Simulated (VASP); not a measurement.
Here is a VASP 6.6.1 calculation.

INCAR

```
SYSTEM = ZnS
PREC = Accurate
ENCUT = 500
EDIFF = 1E-6
ISMEAR = 0
SIGMA = 0.02
LREAL = .False.
LASPH = .True.
NELM = 120
ALGO = Normal
ISIF = 2
LWAVE = .False.
LCHARG = .True.
GGA = PE
LELF = .True.
LVHAR = .True.
NBANDS = 16
GGA_COMPAT = .False.
```

The input KPOINTS:

```
Automatic mesh
0
Gamma
  6 6 6
  0 0 0
```

Contents of POSCAR:

```
ZnS
1.0
    0.0135100000      2.7020000000      2.7020000000
    2.7020000000      0.0135100000      2.7020000000
    2.7155100000      2.7155100000      0.0000000000
Zn S
1 1
Direct
    0.2500000000      0.2500000000      0.2500000000
    0.0000000000      0.0000000000      0.0000000000
```

Potentials or basis: VASP PAW PBE potentials, release 64 (Zn, S).

Command:

```sh
$ cat potpaw_PBE.64/Zn/POTCAR potpaw_PBE.64/S/POTCAR > POTCAR
$ mpirun -np 1 vasp_std > vasp.out
```

(1) Estimate the largest force.

(2) Predict the pressure.

(3) What does it give for the band gap on the k mesh?

Results:

(1) 0.058 eV/Å.

(2) 1.8 GPa.

(3) 2.09 eV, direct.
